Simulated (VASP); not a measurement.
A run of VASP 6.6.1 is set up as follows.

Contents of INCAR:

```
ALGO = Normal ; EDIFF = 1E-7
ENCUT = 520 ; GGA = PS
ISIF = 2 ; ISMEAR = 0
LASPH = T ; LCHARG = T
LELF = T ; LREAL = F
LVHAR = T ; LWAVE = F
NBANDS = 32 ; NELM = 100
PREC = Accurate ; SIGMA = 0.05
```

KPOINTS

```
k-points
0
Gamma
  5 5 5
```

File POSCAR:

```
Sn3Se
1.0
    4.7418790000      0.0000000000      0.0000000000
    0.0000000000      4.7418790000      0.0000000000
    0.0000000000      0.0000000000      4.7418790000
Sn Se
3 1
Direct
    0.5000000000      0.5000000000      0.0000000000
    0.5000000000      0.0000000000      0.5000000000
    0.0000000000      0.5000000000      0.5000000000
    0.0000000000      0.0000000000      0.0000000000
```

Potentials or basis: VASP PAW PBE potentials, release 64 (Sn_d, Se).

Command:

```console
$ cat potpaw_PBE.64/Sn_d/POTCAR potpaw_PBE.64/Se/POTCAR > POTCAR
$ mpirun -np 1 vasp_std > vasp.out
```

Task: Predict the band gap on the k mesh.

Result: Zero (band 24 reaches 8.17 eV, above the bottom of band 25 at 6.67 eV).

Task: Predict the pressure.

Result: -2.2 GPa.

Caveat: the PAW data sets were made with another functional, which shifts forces and pressure a little; spin-orbit coupling is left out, which moves the levels of the heavy elements.
